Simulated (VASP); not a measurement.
A run of VASP 6.6.1:

File INCAR:

```
SYSTEM = P
PREC = Accurate
ENCUT = 500
EDIFF = 1E-6
ISMEAR = -1
SIGMA = 0.1
LREAL = .FALSE.
LASPH = .TRUE.
NELM = 120
ALGO = Normal
ISIF = 2
LWAVE = .FALSE.
LCHARG = .FALSE.
GGA = RP
NBANDS = 8
GGA_COMPAT = .FALSE.
```

KPOINTS

```
regular mesh
0
G
  12 12 12
  0 0 0
```

The input POSCAR:

```
P
1.0
    2.4562692664      0.0000000000      0.0000000000
    0.0000000000      2.4562692664      0.0000000000
    0.0000000000      0.0000000000      2.4562692664
P
1
Direct
    0.0000000000      0.0000000000      0.0000000000
```

Potentials or basis: VASP PAW PBE potentials, release 64 (P).

Run with:

```bash
$ cat potpaw_PBE.64/P/POTCAR > POTCAR
$ mpirun -np 1 vasp_std > vasp.out
```

Hardware: 1 thread of Intel Xeon 8259CL (shared host).

Question: Estimate the wall time of this run.

Answer: Run time: 7.9 s on 1 thread of Intel Xeon 8259CL (shared host), peak memory 0.11 GiB. Counts: scf iterations 11, k points 84.
